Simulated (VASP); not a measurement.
Re: single point with AM05

Crystal: Re.

```
Re
1.0
     0.00000    1.97500    1.97500
     1.97500    0.00000    1.97500
     1.97500    1.97500    0.00000
Re
1
Direct
  0.00000 0.00000 0.00000
```

This isn't the form of Re at room conditions, which is hcp.

- Program: VASP 6.6.1
- Task: single point
- Functional: AM05
- Potentials or basis: VASP PAW PBE potentials, release 64 (Re)
- Cutoff: 450 eV
- k mesh: 35 × 35 × 35
- Occupations: tetrahedron, width 0.1 eV
- Spin: no spin polarisation
- Tolerance level: standard
- Purpose: density of states
- K density: 13 × 13 × 13
- Further INCAR settings: ALGO = Normal; EDIFF = 1e-06; NBANDS = 18

| Item | Value |
| --- | --- |
| Valence electrons inside the program's atomic spheres | Re 5.96 |
| Density of states at the Fermi level | 0.87 states/eV/atom |

Levels at points of the mesh, in eV from the Fermi level:
```tsv
k point	band 1	band 2	band 3	band 4	band 5	band 6	band 7	band 8	band 9
(0.00, 0.00, 0.00)	-9.85	-1.80	-1.80	-1.80	1.17	1.17	13.87	19.25	19.25
```

Wall time 90 s on 1 thread of Intel(R) Xeon(R) 6975P-C (Granite Rapids), on a shared host, peak memory 0.31 GiB.

Caveat: spin-orbit coupling is left out, which moves the levels of the heavy elements.
